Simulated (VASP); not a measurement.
A run of VASP 6.6.1 is set up as follows.

Contents of INCAR:

```
PREC = Accurate
ENCUT = 520
EDIFF = 1E-7
ISMEAR = -1
SIGMA = 0.01
LREAL = F
LASPH = T
NELM = 60
ALGO = Normal
ISIF = 2
LWAVE = F
LCHARG = F
GGA = PE
NBANDS = 16
```

File KPOINTS:

```
regular mesh
0
Gamma
  8 8 8
```

Contents of POSCAR:

```
ZnS
1.0
    0.0811395000      2.7452197500      2.7452197500
    2.7452197500      0.0811395000      2.7452197500
    2.7452197500      2.7452197500      0.0811395000
Zn S
1 1
Direct
    0.0000000000      0.0000000000      0.0000000000
    0.7500000000      0.7500000000      0.7500000000
```

Potentials or basis: VASP PAW PBE potentials, release 64 (Zn, S).

The run is started by

```bash
$ cat potpaw_PBE.64/Zn/POTCAR potpaw_PBE.64/S/POTCAR > POTCAR
$ mpirun -np 1 vasp_std > vasp.out
```

Task: What does it give for the pressure?

Result: 1.8 GPa.

Task: What does it give for the band gap on the k mesh?

Result: 2.02 eV, direct.

Task: What does it give for the largest force?

Result: 0.242 eV/Å.

Stress tensor (GPa, compression positive):
```
 1.83 -1.94 -1.94
-1.94  1.83 -1.94
-1.94 -1.94  1.83
```

Caveat: the cell differs from its parent crystal (equal xy, yz and zx shear strains of +3 %).
